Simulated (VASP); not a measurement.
# Zr2Ti3C5 (Immm) in VASP: notebook, part 2 of 2

VASP 6.6.1. The steps go on from the part before.

### Step 3. Single point, PBE

This run uses another cell than the first one, of 14.07 Å³/atom.

INCAR

```
PREC = Accurate ; ENCUT = 520
EDIFF = 1E-6 ; ISMEAR = 0
SIGMA = 0.1 ; LREAL = F
LASPH = T ; NELM = 80
ALGO = Normal ; ISIF = 2
LWAVE = F ; LCHARG = F
GGA = PE ; NBANDS = 51
```

KPOINTS

```
Automatic mesh
0
Gamma
  6 6 6
```

POSCAR

```
Zr2Ti3C5
1.0
   -1.7070417600      2.4141216100      8.5352088000
    1.7070417600     -2.4141216100      8.5352088000
    1.7070417600      2.4141216100     -8.5352088000
Zr Ti C
2 3 5
Direct
    0.2000000000      0.2000000000      0.0000000000
    0.8000000000      0.8000000000      0.0000000000
    0.4000000000      0.4000000000      0.0000000000
    0.0000000000      0.0000000000      0.0000000000
    0.6000000000      0.6000000000      0.0000000000
    0.9000000000      0.4000000000      0.5000000000
    0.5000000000      0.0000000000      0.5000000000
    0.1000000000      0.6000000000      0.5000000000
    0.7000000000      0.2000000000      0.5000000000
    0.3000000000      0.8000000000      0.5000000000
```

Potentials or basis: VASP PAW PBE potentials, release 64 (Zr_sv, Ti_sv, C).

Launch:

```console
> cat potpaw_PBE.64/Zr_sv/POTCAR potpaw_PBE.64/Ti_sv/POTCAR potpaw_PBE.64/C/POTCAR > POTCAR
> mpirun -np 1 vasp_std > vasp.out
```

OUTCAR:

```text
PREC = Accurate
   ENCUT = 520
   EDIFF = 1E-6
   ISMEAR = 0
   LREAL = F
   LASPH = T
   NELM = 80
   ISIF = 2
   GGA = PE

 ion  position               nearest neighbor table
   1  0.200  0.200  0.000-  10 2.41  10 2.41   8 2.41   8 2.41   9 2.41   9 2.41   2 3.41   2 3.41
                             2 3.41   2 3.41
   2  0.800  0.800  0.000-   9 2.41   9 2.41   6 2.41   6 2.41  10 2.41  10 2.41   1 3.41   1 3.41
                             1 3.41   1 3.41
   3  0.400  0.400  0.000-   7 2.41  10 2.41   7 2.41  10 2.41   6 2.41   6 2.41
   4  0.000  0.000  0.000-   8 2.41   6 2.41   8 2.41   6 2.41   7 2.41   7 2.41
   5  0.600  0.600  0.000-   9 2.41   7 2.41   9 2.41   7 2.41   8 2.41   8 2.41
[... 1522 lines left out ...]

 VOLUME and BASIS-vectors are now :
 -----------------------------------------------------------------------------
  energy-cutoff  :      520.00
  volume of cell :      140.69
      direct lattice vectors                 reciprocal lattice vectors
    -1.707041760  2.414121610  8.535208800     0.000000000  0.207114670  0.058580875
     1.707041760 -2.414121610  8.535208800     0.292904375  0.000000000  0.058580875
     1.707041760  2.414121610 -8.535208800     0.292904375  0.207114670  0.000000000

 POSITION                                       TOTAL-FORCE (eV/Angst)
 -----------------------------------------------------------------------------------
      0.00000      0.00000      3.41408        -0.000000      0.000000     -0.457940
      0.00000      0.00000     13.65633         0.000000     -0.000000      0.457940
      0.00000      0.00000      6.82817        -0.000000     -0.000000      0.453533
      0.00000      0.00000      0.00000         0.000000     -0.000000      0.000000
      0.00000      0.00000     10.24225         0.000000     -0.000000     -0.453533
      0.00000      2.41412      6.82817        -0.000000     -0.000000      0.676265
      0.00000      2.41412      0.00000         0.000000     -0.000000      0.000000
      1.70704      0.00000      1.70704         0.000000      0.000000     -0.676265
      0.00000      2.41412      3.41408        -0.000000      0.000000     -0.578515
      1.70704     -0.00000      5.12113         0.000000      0.000000      0.578515
 -----------------------------------------------------------------------------------
    total drift:                                0.000000     -0.000000      0.000000

  FREE ENERGIE OF THE ION-ELECTRON SYSTEM (eV)
  ---------------------------------------------------
  free  energy   TOTEN  =       -91.0382418707 eV

  energy  without entropy=      -91.0282732953  energy(sigma->0) =      -91.03325758
```

OSZICAR:

```text
N       E                     dE             d eps       ncg     rms          rms(c)
DAV:   1     0.103286747531E+04    0.10329E+04   -0.38275E+04  4692   0.172E+03
DAV:   2     0.493383314287E+02   -0.98353E+03   -0.94604E+03  4766   0.530E+02
DAV:   3    -0.104430205680E+03   -0.15377E+03   -0.14715E+03  7168   0.180E+02
DAV:   4    -0.116992595837E+03   -0.12562E+02   -0.12506E+02  7088   0.508E+01
DAV:   5    -0.117821879688E+03   -0.82928E+00   -0.82886E+00  7592   0.112E+01    0.361E+01
DAV:   6    -0.978224045993E+02    0.19999E+02   -0.25719E+02  6634   0.628E+01    0.257E+01
DAV:   7    -0.935907520260E+02    0.42317E+01   -0.12724E+02  6610   0.499E+01    0.125E+01
DAV:   8    -0.918191414178E+02    0.17716E+01   -0.14303E+01  6439   0.145E+01    0.782E+00
DAV:   9    -0.912595496970E+02    0.55959E+00   -0.85681E+00  7464   0.129E+01    0.486E+00
DAV:  10    -0.911415468894E+02    0.11800E+00   -0.14656E+00  6591   0.536E+00    0.334E+00
DAV:  11    -0.910397379088E+02    0.10181E+00   -0.56163E-01  6769   0.326E+00    0.112E+00
DAV:  12    -0.910382975509E+02    0.14404E-02   -0.53438E-02  6928   0.107E+00    0.563E-01
DAV:  13    -0.910391258855E+02   -0.82833E-03   -0.27223E-02  6501   0.932E-01    0.248E-01
DAV:  14    -0.910384010514E+02    0.72483E-03   -0.48579E-03  6653   0.339E-01    0.117E-01
DAV:  15    -0.910383111456E+02    0.89906E-04   -0.11033E-03  6778   0.140E-01    0.694E-02
DAV:  16    -0.910382566242E+02    0.54521E-04   -0.83441E-04  7069   0.119E-01    0.326E-02
DAV:  17    -0.910382410560E+02    0.15568E-04   -0.84866E-05  6367   0.437E-02    0.858E-03
DAV:  18    -0.910382418707E+02   -0.81476E-06   -0.32324E-06  5176   0.101E-02
   1 F= -.91038242E+02 E0= -.91033258E+02  d E =-.996858E-02
```

Wall time 30 min (1 thread of Intel Xeon Platinum 8259CL at 2.50GHz (Skylake/Cascade Lake), shared host); peak memory 0.82 GiB.

What came out:

| Item | Value |
| --- | --- |
| Free energy | -91.0382 eV |
| Pressure | -31.1 GPa |
| Largest force | 0.676 eV/Å |
| Band gap on the k mesh | zero (bands 40 and 41 overlap by 0.94 eV) |

Forces on the atoms (eV/Å):
```
Zr   0.000  0.000 -0.458
Zr   0.000  0.000  0.458
Ti   0.000  0.000  0.454
Ti   0.000  0.000  0.000
Ti   0.000  0.000 -0.454
C    0.000  0.000  0.676
C    0.000  0.000  0.000
C    0.000  0.000 -0.676
C    0.000  0.000 -0.579
C    0.000  0.000  0.579
```

Levels at points of the mesh, in eV from the Fermi level:
```csv
k point,band 36,band 37,band 38,band 39,band 40,band 41,band 42,band 43,band 44,band 45
"(0.00, 0.00, 0.00)",-1.06,-0.97,0.62,0.67,0.70,0.73,0.97,1.19,1.20,1.21
"(0.50, 0.00, 0.00)",-1.58,-1.05,-0.97,-0.61,-0.58,0.34,0.43,1.34,1.77,1.84
"(0.00, 0.50, 0.00)",-1.31,-1.01,-0.97,-0.95,-0.04,-0.04,0.60,0.75,1.52,1.69
"(0.50, 0.50, 0.00)",-2.12,-1.99,-1.90,-1.76,-1.73,1.71,1.83,1.85,1.85,1.89
"(0.50, 0.50, 0.50)",-0.67,-0.60,-0.45,-0.36,-0.07,-0.04,0.76,1.03,1.16,1.47
```

Caveat: the cell stands under tension.
